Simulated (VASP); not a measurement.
# P5C (P-62m) in VASP: notebook

P5C is run at these levels: PBE; tasks: single point, relaxation of cell and atoms.

Everything below comes from runs of VASP 6.6.1. Logs are shortened: lines on timing, memory, paths and dates and some standing lists are left out, and cuts for length are marked.

## 1. The cell of the first run

It takes space group P-62m (No. 189, hexagonal). The conventional cell has a = 4.543 Å, b = 4.543 Å, c = 4.675 Å, α = 90.00°, β = 90.00°, γ = 120.00°. Within 2.9 Å of P (site symmetry m2m) lie 10 P at 2.23 to 2.85 Å and 2 C at 2.67 Å. Within 3.5 Å of P (site symmetry -6) lie 9 P at 2.62 to 2.85 Å and 3 C at 2.62 Å. Within 3.5 Å of C (site symmetry -62m) lie 12 P at 2.62 to 2.67 Å.

The cell was generated, and may not be a known phase.

## 2. Single point, PBE, collinear spin

INCAR

```
SYSTEM = P5C
PREC = Accurate
ENCUT = 520
EDIFF = 1E-7
ISMEAR = 0
SIGMA = 0.1
LREAL = .FALSE.
LASPH = .TRUE.
NELM = 150
ALGO = Normal
ISIF = 2
LWAVE = .FALSE.
LCHARG = .TRUE.
ISPIN = 2
MAGMOM = 0 0 0 0 0 1
LORBIT = 11
GGA = PE
LELF = .TRUE.
LVHAR = .TRUE.
NBANDS = 28
```

KPOINTS

```
regular mesh
0
G
  6 6 4
  0 0 0
```

POSCAR

```
P5C
1.0
    4.5426161292      0.0000000000      0.0000000000
   -2.2713080646      3.9340209675      0.0000000000
    0.0000000000      0.0000000000      4.6746717580
P C
5 1
Direct
    0.0000000000      0.7165553915      0.0000000000
    0.7165553915      0.0000000000      0.0000000000
    0.2834446085      0.2834446085      0.0000000000
    0.6666666667      0.3333333333      0.5000000000
    0.3333333333      0.6666666667      0.5000000000
    0.0000000000      0.0000000000      0.5000000000
```

Potentials or basis: VASP PAW PBE potentials, release 64 (P, C).

The run is started by

```bash
$ cat potpaw_PBE.64/P/POTCAR potpaw_PBE.64/C/POTCAR > POTCAR
$ mpirun -np 1 vasp_std > vasp.out
```

OUTCAR:

```text
SYSTEM = P5C
   PREC = Accurate
   ENCUT = 520
   EDIFF = 1E-7
   ISMEAR = 0
   LREAL = .FALSE.
   LASPH = .TRUE.
   NELM = 150
   ISIF = 2
   ISPIN = 2
   LORBIT = 11
   GGA = PE

 ion  position               nearest neighbor table
   1  0.000  0.717  0.000-   3 2.23   2 2.23   2 2.84   3 2.84   3 2.84   2 2.84   5 2.85   5 2.85
                             4 2.85   4 2.85
   2  0.717  0.000  0.000-   3 2.23   1 2.23   1 2.84   3 2.84   3 2.84   1 2.84   4 2.85   4 2.85
                             5 2.85   5 2.85
   3  0.283  0.283  0.000-   1 2.23   2 2.23   2 2.84   1 2.84   1 2.84   2 2.84   5 2.85   5 2.85
                             4 2.85   4 2.85
   4  0.667  0.333  0.500-   5 2.62   5 2.62   5 2.62   2 2.85   2 2.85   1 2.85   1 2.85   3 2.85
                             3 2.85
   5  0.333  0.667  0.500-   4 2.62   4 2.62   4 2.62   1 2.85   1 2.85   2 2.85   2 2.85   3 2.85
                             3 2.85
   6  0.000  0.000  0.500-

  LATTYP: Found a hexagonal cell.
 ALAT       =     4.5426161292
 C/A-ratio  =     1.0290703914

  Lattice vectors:

 A1 = (   4.5426161292,   0.0000000000,   0.0000000000)
 A2 = (  -2.2713080646,   3.9340209675,   0.0000000000)
 A3 = (   0.0000000000,   0.0000000000,   4.6746717580)

Analysis of symmetry for initial positions (statically):
=====================================================================
 Subroutine PRICEL returns:
 Original cell was already a primitive cell.

 Routine SETGRP: Setting up the symmetry group for a
 hexagonal supercell.

 Subroutine GETGRP returns: Found 12 space group operations
 (whereof 12 operations were pure point group operations)
 out of a pool of 24 trial point group operations.

The static configuration has the point symmetry D_3h.

Analysis of symmetry for dynamics (positions and initial velocities):
=====================================================================
 Subroutine PRICEL returns:
 Original cell was already a primitive cell.

 Routine SETGRP: Setting up the symmetry group for a
 hexagonal supercell.

 Subroutine GETGRP returns: Found 12 space group operations
 (whereof 12 operations were pure point group operations)
 out of a pool of 24 trial point group operations.

The dynamic configuration has the point symmetry D_3h.

Analysis of structural, dynamic, and magnetic symmetry:
=====================================================================
 Subroutine PRICEL returns:
 Original cell was already a primitive cell.

 Routine SETGRP: Setting up the symmetry group for a
 hexagonal supercell.

 Subroutine GETGRP returns: Found 12 space group operations
 (whereof 12 operations were pure point group operations)
 out of a pool of 24 trial point group operations.

The overall configuration has the point symmetry D_3h.

 Subroutine INISYM returns: Found 12 space group operations
 (whereof 12 operations are pure point group operations),
 and found     1 'primitive' translations

----------------------------------------------------------------------------------------

                                     Primitive cell

  volume of cell :      83.5399

  direct lattice vectors                    reciprocal lattice vectors
     4.542616129  0.000000000  0.000000000     0.220137465  0.127096425  0.000000000
    -2.271308065  3.934020967  0.000000000     0.000000000  0.254192850  0.000000000
     0.000000000  0.000000000  4.674671758     0.000000000  0.000000000  0.213918763

  length of vectors
     4.542616129  4.542616129  4.674671758     0.254192850  0.254192850  0.213918763

  position of ions in fractional coordinates (direct lattice)
     0.000000000  0.716555392  0.000000000
     0.716555392  0.000000000  0.000000000
     0.283444608  0.283444608  0.000000000
     0.666666667  0.333333333  0.500000000
     0.333333333  0.666666667  0.500000000
     0.000000000  0.000000000  0.500000000

  ion indices of the primitive-cell ions
   primitive index   ion index
                 1           1
                 2           2
                 3           3
                 4           4
                 5           5
                 6           6

----------------------------------------------------------------------------------------

 KPOINTS: regular mesh

Automatic generation of k-mesh.
 Grid dimensions read from file:
 generate k-points for:    6    6    4

 Generating k-lattice:

  Cartesian coordinates                     Fractional coordinates (reciprocal lattice)
     0.036689578  0.021182737  0.000000000     0.166666667  0.000000000  0.000000000
     0.000000000  0.042365475  0.000000000     0.000000000  0.166666667  0.000000000
     0.000000000  0.000000000  0.053479691     0.000000000  0.000000000  0.250000000

  Length of vectors
     0.042365475  0.042365475  0.053479691

  Shift w.r.t. Gamma in fractional coordinates (k-lattice)
     0.000000000  0.000000000  0.000000000

 Subroutine IBZKPT returns following result:
 ===========================================

 Found     21 irreducible k-points:

 Following reciprocal coordinates:
            Coordinates               Weight
  0.000000  0.000000  0.000000      1.000000
  0.166667 -0.000000  0.000000      6.000000
  0.333333 -0.000000  0.000000      6.000000
  0.500000  0.000000  0.000000      3.000000
  0.166667  0.166667  0.000000      6.000000
  0.333333  0.166667  0.000000     12.000000
[... 13 lines left out ...]
  0.333333  0.166667  0.500000     12.000000
  0.333333  0.333333  0.500000      2.000000
   k-points           NKPTS =     21   k-points in BZ     NKDIM =     21   number of bands    NBANDS=     28
   number of dos      NEDOS =    301   number of ions     NIONS =      6
   total plane-waves  NPLWV =  46656
   dimension x,y,z NGX =    36 NGY =   36 NGZ =   36
   dimension x,y,z NGXF=    72 NGYF=   72 NGZF=   72
   ions per type =               5   1
   NGX,Y,Z   is equivalent  to a cutoff of  13.17, 13.17, 12.80 a.u.
   NGXF,Y,Z  is equivalent  to a cutoff of  26.35, 26.35, 25.61 a.u.
 SYSTEM =  P5C
   PREC   = accura    normal or accurate (medium, high low for compatibility)
   ISTART =      0    job   : 0-new  1-cont  2-samecut
   ICHARG =      2    charge: 1-file 2-atom 10-const
   ISPIN  =      2    spin polarized calculation?
   LNONCOLLINEAR =      F non collinear calculations
   LSORBIT =      F    spin-orbit coupling
   LASPH  =      T    aspherical Exc in radial PAW
   ENCUT  =  520.0 eV  38.22 Ry    6.18 a.u.   8.45  8.45  8.69*2*pi/ulx,y,z
   NELM   =    150;   NELMIN=  2; NELMDL= -5     # of ELM steps
   EDIFF  = 0.1E-06   stopping-criterion for ELM
   LREAL  =      F    real-space projection
   EDIFFG = 0.1E-05   stopping-criterion for IOM
   NSW    =      0    number of steps for IOM
   IBRION =     -1    ionic relax: 0-MD 1-quasi-New 2-CG
   NFREE  =      0    steps in history (QN), initial steepest desc. (CG)
   ISIF   =      2    stress and relaxation
   ISYM   =      2    0-nonsym 1-usesym 2-fastsym
   POTIM  = 0.5000    time-step for ionic-motion
   TEBEG  =    0.0;   TEEND  =   0.0 temperature during run
   PSTRESS=    0.0 pullay stress
   NELECT =      29.0000    total number of electrons
   NUPDOWN=      -1.0000    fix difference up-down
   EMIN   =  10.00;   EMAX   =-10.00  energy-range for DOS
   EFERMI =   0.00;   METHOD = LEGACY
   ISMEAR =     0;   SIGMA  =   0.10  broadening in eV -4-tet -1-fermi 0-gaus
   EFERMI_NEDOS =   21; number of points for ismear=-14 and -15
   IALGO  =     38    algorithm
   IMIX   =      4    mixing-type and parameters
     AMIX     =   0.40;   BMIX     =  1.00
     AMIX_MAG =   1.60;   BMIX_MAG =  1.00
  volume/ion in A,a.u.               =      13.92        93.96
  Fermi-wavevector in a.u.,A,eV,Ry     =   1.150561  2.174245 18.011257  1.323790
  Thomas-Fermi vector in A             =   2.287224
   LORBIT       =     11    0 simple, 1 ext, 2 COOP (PROOUT), +10 PAW based schemes
   GGA     = PE    functional components
   LHFCALC =     F    Hartree Fock is set to
   AEXX    =    0.0000 exact exchange contribution
   IVDW    =     0    specifies the selected vdW correction
   LEPSILON=     F    determine dielectric tensor
   LRPA    =     F    only Hartree local field effects (RPA)
 spin polarized calculation
 Gauss-broadening in eV      SIGMA  =   0.10
  energy-cutoff  :      520.00
  volume of cell :       83.54
 maximum number of plane-waves:      2310
 NGX is ok and might be reduce to    36
   NGX = 17   NGY = 17   NGZ = 17

 number of electron      29.0000004 magnetization      -0.0000917

 number of electron      29.0000004 magnetization       0.0000174

 Free energy of the ion-electron system (eV)
  ---------------------------------------------------
  ext. energy  EPLUGINS =         0.00000000
  ---------------------------------------------------
  free energy    TOTEN  =       -27.89245179 eV

  energy without entropy =      -27.88114938  energy(sigma->0) =      -27.88680059

 E-fermi :   8.6734     XC(G=0): -11.3466

 val. band max:        8.6520363696   @ k =   0.5000   0.0000   0.0000
 cond. band min:       8.7035330531   @ k =   0.5000   0.0000   0.0000
 fundamental gap:      0.0514966835
 Fermi energy:         8.6734270727

 spin component 1

 k-point     1 :       0.0000    0.0000    0.0000
  band No.  band energies     occupation
      1      -7.4976      1.00000
      2      -3.0317      1.00000
      3       0.3458      1.00000
      4       0.8505      1.00000
      5       0.8505      1.00000
      6       1.0061      1.00000
[... 18 lines left out ...]
     25      17.1229      0.00000
     26      17.1229      0.00000

 k-point     2 :       0.1667   -0.0000    0.0000
  band No.  band energies     occupation
      1      -7.2667      1.00000
      2      -2.9966      1.00000
      3      -1.0402      1.00000
      4      -0.1323      1.00000
      5       0.6872      1.00000
      6       1.2410      1.00000
[... 18 lines left out ...]
     25      15.7567      0.00000
[... 521 lines left out ...]
     25      16.5766      0.00000
     26      16.6321      0.00000

 k-point    21 :       0.3333    0.3333    0.5000
  band No.  band energies     occupation
      1      -5.1036      1.00000
      2      -2.6006      1.00000
      3      -2.6006      1.00000
      4      -2.3174      1.00000
      5      -2.2856      1.00000
      6      -2.2856      1.00000
[... 18 lines left out ...]
     25      15.4424      0.00000
     26      16.8927      0.00000
 Fermi energy:         8.6734270727

 spin component 2

 k-point     1 :       0.0000    0.0000    0.0000
  band No.  band energies     occupation
      1      -7.4976      1.00000
      2      -3.0317      1.00000
      3       0.3458      1.00000
      4       0.8505      1.00000
      5       0.8505      1.00000
      6       1.0061      1.00000
[... 18 lines left out ...]
     25      17.1229      0.00000
     26      17.1229      0.00000

 k-point     2 :       0.1667   -0.0000    0.0000
  band No.  band energies     occupation
      1      -7.2667      1.00000
      2      -2.9966      1.00000
      3      -1.0402      1.00000
      4      -0.1323      1.00000
      5       0.6872      1.00000
      6       1.2410      1.00000
[... 18 lines left out ...]
     25      15.7567      0.00000
[... 521 lines left out ...]
     25      16.5766      0.00000
     26      16.6321      0.00000

 k-point    21 :       0.3333    0.3333    0.5000
  band No.  band energies     occupation
      1      -5.1036      1.00000
      2      -2.6006      1.00000
      3      -2.6006      1.00000
      4      -2.3174      1.00000
      5      -2.2856      1.00000
      6      -2.2856      1.00000
[... 18 lines left out ...]
     25      15.4425      0.00000
     26      16.8927      0.00000
 [bands above 26 left out]

------------------------ aborting loop because EDIFF is reached ----------------------------------------

  FORCE on cell =-STRESS in cart. coord.  units (eV):
  Direction    XX          YY          ZZ          XY          YZ          ZX
  --------------------------------------------------------------------------------------
  -------------------------------------------------------------------------------------
  Total       -0.1025531     -0.1025531      0.0050212      0.0000000      0.0000000      0.0000000
  in kB       -1.9668251     -1.9668251      0.0962997      0.0000000      0.0000000      0.0000000
  external PRESSURE =      -1.2791168 kB  Pullay stress =       0.0000000 kB

 VOLUME and BASIS-vectors are now :
 -----------------------------------------------------------------------------
  energy-cutoff  :      520.00
  volume of cell :       83.54
      direct lattice vectors                 reciprocal lattice vectors
     4.542616129  0.000000000  0.000000000     0.220137465  0.127096425  0.000000000
    -2.271308065  3.934020967  0.000000000     0.000000000  0.254192850  0.000000000
     0.000000000  0.000000000  4.674671758     0.000000000  0.000000000  0.213918763

 POSITION                                       TOTAL-FORCE (eV/Angst)
 -----------------------------------------------------------------------------------
     -1.62752      2.81894      0.00000        -0.044312      0.076750      0.000000
      3.25504      0.00000      0.00000         0.088624     -0.000000      0.000000
      0.64379      1.11508      0.00000        -0.044312     -0.076750      0.000000
      2.27131      1.31134      2.33734        -0.000000     -0.000000      0.000000
     -0.00000      2.62268      2.33734        -0.000000     -0.000000      0.000000
      0.00000      0.00000      2.33734        -0.000000     -0.000000      0.000000
 -----------------------------------------------------------------------------------
    total drift:                               -0.000000     -0.000000     -0.000000

  FREE ENERGIE OF THE ION-ELECTRON SYSTEM (eV)
  ---------------------------------------------------
  free  energy   TOTEN  =       -27.8924517904 eV

  energy  without entropy=      -27.8811493809  energy(sigma->0) =      -27.88680059

 total charge

# of ion       s       p       d       tot
------------------------------------------
    1        1.142   1.235   0.000   2.377
    2        1.142   1.235   0.000   2.377
    3        1.142   1.235   0.000   2.377
    4        1.170   1.123   0.000   2.294
    5        1.170   1.123   0.000   2.294
    6        1.038   1.030   0.000   2.068
--------------------------------------------------
tot          6.804   6.982   0.000  13.786

 magnetization (x)

# of ion       s       p       d       tot
------------------------------------------
    1        0.000   0.000   0.000   0.000
    2        0.000   0.000   0.000   0.000
    3        0.000   0.000   0.000   0.000
    4       -0.000   0.000   0.000   0.000
    5       -0.000   0.000   0.000   0.000
    6       -0.000  -0.000   0.000  -0.000
--------------------------------------------------
tot         -0.000   0.000   0.000   0.000
```

Wall time 2.7 min (1 thread of Intel Xeon 8259CL, shared host); peak memory 0.27 GiB.

Results:

| Item | Value |
| --- | --- |
| Free energy | -27.8925 eV |
| Pressure | -0.1 GPa |
| Largest force | 0.089 eV/Å |
| Net moment | 0.00 μB per cell |
| Valence electrons inside the program's atomic spheres | P 2.38, 2.29 (each value once); C 2.07 |

Forces on the atoms (eV/Å):
```
P   -0.044  0.077  0.000
P    0.089  0.000  0.000
P   -0.044 -0.077  0.000
P    0.000  0.000  0.000
P    0.000  0.000  0.000
C    0.000  0.000  0.000
```

## 3. Single point, PBE

This run uses another cell than the first one, of 13.08 Å³/atom.

INCAR

```
SYSTEM = P5C
PREC     = Accurate       ! precision mode
ENCUT    = 520            ! plane-wave cutoff, eV
EDIFF    = 1E-6           ! SCF threshold, eV
ISMEAR   = 0              ! smearing method
SIGMA    = 0.1            ! smearing width, eV
LREAL    = .False.        ! projectors in reciprocal space
LASPH    = .True.         ! aspherical terms in the spheres
NELM     = 60             ! most SCF steps
ALGO     = Normal         ! electronic algorithm
ISIF     = 2              ! what is computed and relaxed
LWAVE    = .False.        ! write WAVECAR
LCHARG   = .False.        ! write CHGCAR
GGA      = PE             ! functional
NBANDS   = 24             ! bands
```

KPOINTS

```
Automatic mesh
0
Gamma
  12 12 12
  0 0 0
```

POSCAR

```
P5C
1.0
    5.4650301234      0.0000000000      0.0000000000
   -2.7325150617      4.7328549193      0.0000000000
    0.0000000000      0.0000000000      3.0343429876
P C
5 1
Direct
    0.0000000000      0.7091323167      0.0000000000
    0.7091323167      0.0000000000      0.0000000000
    0.2908676833      0.2908676833      0.0000000000
    0.6666666667      0.3333333333      0.5000000000
    0.3333333333      0.6666666667      0.5000000000
    0.0000000000      0.0000000000      0.5000000000
```

Potentials or basis: VASP PAW PBE potentials, release 64 (P, C).

The run is started by

```bash
$ cat potpaw_PBE.64/P/POTCAR potpaw_PBE.64/C/POTCAR > POTCAR
$ mpirun -np 1 vasp_std > vasp.out
```

Run time: 5 min. Hardware: 1 thread of Intel Xeon 8259CL, shared host; peak memory 0.32 GiB.

The run converged. Its results:

* Free energy: -30.7557 eV
* Pressure: -0.2 GPa
* Largest force: 0.005 eV/Å
* Band gap on the k mesh: zero (an odd number of electrons rules out a gap without spin polarisation)

Forces in eV/Å, atoms in the order of the input:
```
P    0.002 -0.004  0.000
P   -0.005  0.000  0.000
P    0.002  0.004  0.000
P    0.000  0.000  0.000
P    0.000  0.000  0.000
C    0.000  0.000  0.000
```

Levels at points of the mesh, in eV from the Fermi level:
| k point | band 12 | band 13 | band 14 | band 15 | band 16 | band 17 |
| --- | --- | --- | --- | --- | --- | --- |
| (0.00, 0.00, 0.00) | -0.38 | 1.20 | 1.20 | 1.24 | 2.08 | 2.54 |
| (0.50, 0.00, 0.00) | -1.39 | -0.52 | -0.41 | 0.43 | 1.98 | 2.00 |
| (0.00, 0.00, 0.50) | -4.21 | -4.03 | -4.03 | 0.92 | 0.92 | 2.11 |
| (0.50, 0.00, 0.50) | -3.52 | -1.85 | -1.54 | -1.14 | -0.72 | -0.36 |

Caveat: an odd number of electrons without spin polarisation forces a metal; a magnetic or distorted state may lie lower.

(Part 1 of 2 ends here.)

The gap in the log of VASP goes by the Fermi energy; the results here count the filled bands.